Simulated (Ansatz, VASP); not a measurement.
## PbO2: VASP beside Ansatz

INCAR

```
SYSTEM = PbO2
  AGGAC = 0.0
  ALDAC = 0.0
  ALGO = Normal
  EDIFF = 1E-6
  ENCUT = 600
  GGA = PE
  GGA_COMPAT = .FALSE.
  ISIF = 2
  ISMEAR = -1
  LASPH = .TRUE.
  LCHARG = .FALSE.
  LNONCOLLINEAR = .TRUE.
  LORBIT = 11
  LORBMOM = .TRUE.
  LREAL = .FALSE.
  LSORBIT = .TRUE.
  LWAVE = .FALSE.
  MAGMOM = 0 0 0 0 0 0 0 0 0
  NBANDS = 39
  NELM = 200
  PREC = Accurate
  SIGMA = 0.15
```

The input KPOINTS:

```
k-points
0
G
  9 9 9
  0 0 0
```

File POSCAR:

```
PbO2
1.0
    0.0000000000      2.5892756250      2.5892756250
    2.5892756250      0.0000000000      2.5892756250
    2.5892756250      2.5892756250      0.0000000000
Pb O
1 2
Direct
    0.0000000000      0.0000000000      0.0000000000
    0.7500000000      0.7500000000      0.7500000000
    0.2500000000      0.2500000000      0.2500000000
```

input.yaml

```yaml
crystal:
  lattice: { a: 5.17855125, b: 5.17855125, c: 5.17855125, alpha: 90.0, beta: 90.0, gamma: 90.0 }
  space_group: 225
  reduce_to_primitive: true
  atoms:
    - { symbol: Pb, wyckoff: "4a", position: [0.0, 0.0, 0.0] }
    - { symbol: O, wyckoff: "8c", position: [0.25, 0.25, 0.75] }
hamiltonian:
  xc: { exchange: pbe, correlation: none }
  pseudopotentials: { kind: nc_fr, accuracy: standard }
magnetization:
  noncollinear: true
  spin_orbit: true
kpoints:
  mp_grid: { grid: [9, 9, 9] }
scf:
  occupations: { method: fermi_dirac, width: 0.15 }
output:
  forces: true
  stress: true
  eigenvalues: true
```

Change from the starting cell: volume scaled by 0.88.

Alike in both runs: task single point; functional PBE exchange alone; k mesh 9 × 9 × 9; occupations fermi-dirac, width 0.15 eV; non-collinear spin, spin-orbit coupling.

|  | VASP | Ansatz |
| --- | --- | --- |
| version | VASP 6.6.1 | Ansatz 0.2.0 |
| potentials or method | VASP PAW PBE potentials, release 64 (Pb_d, O) | PseudoDojo standard (PBE files) |
| plane-wave cutoff (eV) | 600 | 1143 |
| valence electrons in the cell | 26 | 26 |

|  | VASP | Ansatz | Ansatz less VASP |
| --- | --- | --- | --- |
| pressure (GPa) | 46.3 | 47.1 | +0.85 |
| net moment per atom (μB) | 0.00 | 0.00 | 0.000 |

VASP's potentials were made for PBE, not for PBE exchange alone. Both programs put the cell under a high pressure, so it lies far from rest at this level. The functional is the same, so the differences come from potentials, cutoffs and numerics.

Noted on Ansatz's run: the potentials were made for another functional, which shifts forces and pressure.
